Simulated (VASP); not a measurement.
Input of a VASP 6.6.1 run:

POSCAR

```
La2Hf
1.0
    0.0000000000      4.5545400000      4.5545400000
    4.5545400000      0.0000000000      4.5545400000
    4.5545400000      4.5545400000      0.0000000000
Hf La
2 4
Direct
    0.0000000000      0.0000000000      0.0000000000
    0.2500000000      0.2500000000      0.2500000000
    0.6250000000      0.6250000000      0.6250000000
    0.1250000000      0.6250000000      0.6250000000
    0.6250000000      0.6250000000      0.1250000000
    0.6250000000      0.1250000000      0.6250000000
```

File INCAR.step1:

```
SYSTEM = La2Hf
PREC = Accurate
ENCUT = 400
EDIFF = 1E-5
ISMEAR = -1
SIGMA = 0.1
LREAL = .False.
LASPH = .True.
NELM = 200
ALGO = Normal
ISIF = 2
LWAVE = .True.
LCHARG = .False.
GGA = PE
NBANDS = 41
GGA_COMPAT = .False.
LMAXMIX = 6
```

INCAR.step2

```
SYSTEM = La2Hf
PREC = Accurate
ENCUT = 400
EDIFF = 1E-6
ISMEAR = -1
SIGMA = 0.1
LREAL = .False.
LASPH = .True.
NELM = 200
ALGO = Normal
ISIF = 2
LWAVE = .False.
LCHARG = .False.
GGA = PE
LHFCALC = .True.
HFSCREEN = 0.2079
PRECFOCK = Normal
ISTART = 1
NBANDS = 41
GGA_COMPAT = .False.
LMAXMIX = 6
```

KPOINTS

```
Automatic mesh
0
Gamma
  2 2 2
  0 0 0
```

Potentials or basis: VASP PAW PBE potentials, release 64 (Hf_pv, La).

The run is started by

```sh
$ cat potpaw_PBE.64/Hf_pv/POTCAR potpaw_PBE.64/La/POTCAR > POTCAR
$ cp INCAR.step1 INCAR
$ mpirun -np 1 vasp_std > vasp.out
$ cp INCAR.step2 INCAR
$ mpirun -np 1 vasp_std > vasp.out
```

(1) Estimate the band gap on the k mesh.

(2) What does it give for the pressure?

Results:

(1) 0.34 eV (least direct gap 0.41 eV).

(2) -5.6 GPa.

Caveat: the k points lie up to 0.60 Å⁻¹ apart; the PAW data sets were made with another functional, which shifts forces and pressure a little; spin-orbit coupling is left out, which moves the levels of the heavy elements.
